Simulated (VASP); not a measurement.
Write the native input for VASP 6.6.1 that does the following.

```
Task                   : single point
Functional             : PBE
Potentials or basis    : VASP PAW PBE potentials, release 64 (Mo_sv, Si)
Cutoff                 : 520 eV
k mesh                 : 10 × 10 × 8
Occupations            : fermi-dirac, width 0.1 eV
Spin                   : non-collinear spin, zero start, spin-orbit coupling
Starting moments       : [[0.0, 0.0, 0.0], [0.0, 0.0, 0.0], [0.0, 0.0, 0.0]] μB
Dipole correction      : no
Further INCAR settings : ALGO = Normal; EDIFF = 1e-06; NBANDS = 35
```

The structure of Si2Mo lies in POSCAR:

```
Si2Mo
1.0
    1.8055060000      3.1272260000      0.0000000000
   -1.8055060000      3.1272260000      0.0000000000
    0.0000000000      0.0000000000      3.9241380000
Mo Si
1 2
Direct
    0.0000000000      0.0000000000      0.0000000000
    0.3333000000      0.3334000000      0.5000000000
    0.6666000000      0.6667000000      0.5000000000
```

One way to write it, as run:

INCAR

```
SYSTEM = Si2Mo
PREC = Accurate
ENCUT = 520
EDIFF = 1E-6
ISMEAR = -1
SIGMA = 0.1
LREAL = .False.
LASPH = .True.
NELM = 150
ALGO = Normal
ISIF = 2
LWAVE = .False.
LCHARG = .True.
MAGMOM = 0 0 0 0 0 0 0 0 0
LORBIT = 11
LSORBIT = .True.
GGA_COMPAT = .False.
LORBMOM = .True.
LMAXMIX = 4
GGA = PE
LVHAR = .True.
NBANDS = 35
```

KPOINTS

```
regular mesh
0
Gamma
  10 10 8
  0 0 0
```

Potentials or basis: VASP PAW PBE potentials, release 64 (Mo_sv, Si).

Command:

```bash
$ cat potpaw_PBE.64/Mo_sv/POTCAR potpaw_PBE.64/Si/POTCAR > POTCAR
$ mpirun -np 1 vasp_ncl > vasp.out
```

It gave:

```
Pressure                                              : 14.3 GPa
Largest force                                         : 0.006 eV/Å
Net moment                                            : 0.00 μB per cell
Valence electrons inside the program's atomic spheres : Mo 12.26; Si 1.82
```

Caveat: the stress differs along the axes, from -14 to 29 GPa.

Wall time 14 min on 1 thread of Oxide Virtual Turin-like Processor, on a shared host, peak memory 0.64 GiB.
